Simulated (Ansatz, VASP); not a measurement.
# BeTe in VASP and in Ansatz

```
Be Te
1.0
     0.00000    2.82862    2.85691
     2.82862    0.00000    2.85691
     2.82862    2.82862    0.00000
Be Te
1 1
Direct
  0.00000 0.00000 0.00000
  0.25000 0.25000 0.25000
```

Change from the starting cell: uniaxial_z strain +1.0%.

Alike in both runs: task single point; functional PBE; k mesh 8 × 8 × 8; occupations fermi-dirac, width 0.02 eV; no spin polarisation.

|  | VASP | Ansatz |
| --- | --- | --- |
| version | VASP 6.6.1 | Ansatz 0.2.0 |
| potentials or method | VASP PAW PBE potentials, release 64 (Be, Te) | plane waves, PAW |
| plane-wave cutoff (eV) | 600 | 420 |
| valence electrons in the cell | 8 | 18 |

VASP gave:

| Item | Value |
| --- | --- |
| gap on the k mesh at the Fermi level (eV) | 1.99 |
| pressure (GPa) | -0.2 |
| traceless stress, the component that is largest in VASP (GPa) | -0.40 |

Problem. Estimate Ansatz's values.

Solution. gap on the k mesh at the Fermi level (eV): 2.00; pressure (GPa): -0.4; traceless stress, the component that is largest in VASP (GPa): -0.40.

VASP's potentials hold 8 valence electrons a cell and Ansatz's 18, so a difference there can come from the potentials and not from the codes.

Spin-orbit coupling is off throughout.
